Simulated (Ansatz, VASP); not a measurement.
**Mo2C3: VASP beside Ansatz**

```
Mo C
1.0
     3.63457    0.00000    0.00000
     0.00000    3.63457    0.00000
     0.00000    0.00000    5.39986
Mo C
2 3
Direct
  0.50000 0.00000 0.50000
  0.00000 0.50000 0.50000
  0.00000 0.00000 0.24354
  0.00000 0.00000 0.75646
  0.00000 0.00000 0.00000
```

Alike in both runs: functional PBE; k mesh 4 × 4 × 4; occupations gaussian, width 0.1 eV; no spin polarisation.

Ansatz relaxed the structure, and its values are those at the end. VASP's run is a single point on that final structure, the one shown.

```csv
,VASP,Ansatz
version,VASP 6.6.1,Ansatz 0.2.0
potentials or method,"VASP PAW PBE potentials, release 64 (Mo_sv, C), cutoff 520 eV","scalar-relativistic, plane waves, PAW"
valence electrons in the cell,40,40
```

VASP gave:

* gap on the k mesh at the Fermi level (eV): none
* pressure (GPa): 0.0
* rms of the force components (eV/Å): 0.010

**Question.** Estimate Ansatz's values.

**Answer.** gap on the k mesh at the Fermi level (eV): none; pressure (GPa): -0.2; rms of the force components (eV/Å): 0.004.

A gap of «none» marks a metal or a gap that the smearing closes.

The k mesh is coarse, so the values compare programs but aren't converged.
